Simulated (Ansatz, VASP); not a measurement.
One calculation of AlB2Ru3, two programs

```
Al B Ru
1.0
     3.50582    0.00000    0.00000
     0.00000    3.50582    0.00000
     0.00000    0.00000    6.29582
Al B Ru
1 2 3
Cartesian
  1.7529 1.7529 0.0000
  1.7529 0.0000 3.1479
  0.0000 1.7529 3.1479
  0.0000 0.0000 3.1479
  0.0000 0.0000 5.3515
  0.0000 0.0000 0.9443
```

Alike in both runs: task relaxation of cell and atoms; functional PBE; k mesh 6 × 6 × 4; occupations gaussian, width 0.1 eV; no spin polarisation.

|  | VASP | Ansatz |
| --- | --- | --- |
| version | VASP 6.6.1 | Ansatz 0.2.0 |
| potentials or method | VASP PAW PBE potentials, release 64 (Al, B, Ru_pv), cutoff 600 eV | scalar-relativistic, plane waves, PAW |
| valence electrons in the cell | 51 | 57 |

Ansatz gave:

* gap on the k mesh at the Fermi level, each at its own relaxed structure (eV): none
* relaxed volume (Å³/atom): 17.59
* relaxed cell length with the largest relative difference (Å): 7.181

Task: What did VASP give for the same quantities?

Result: gap on the k mesh at the Fermi level, each at its own relaxed structure (eV): none; relaxed volume (Å³/atom): 17.59; relaxed cell length with the largest relative difference (Å): 7.190.

A gap of «none» marks a metal or a gap that the smearing closes. VASP's potentials hold 51 valence electrons a cell and Ansatz's 57, so a difference there can come from the potentials and not from the codes.

Noted on VASP's run: the volume moved by over 15 % at a fixed basis, so the end points are rough.
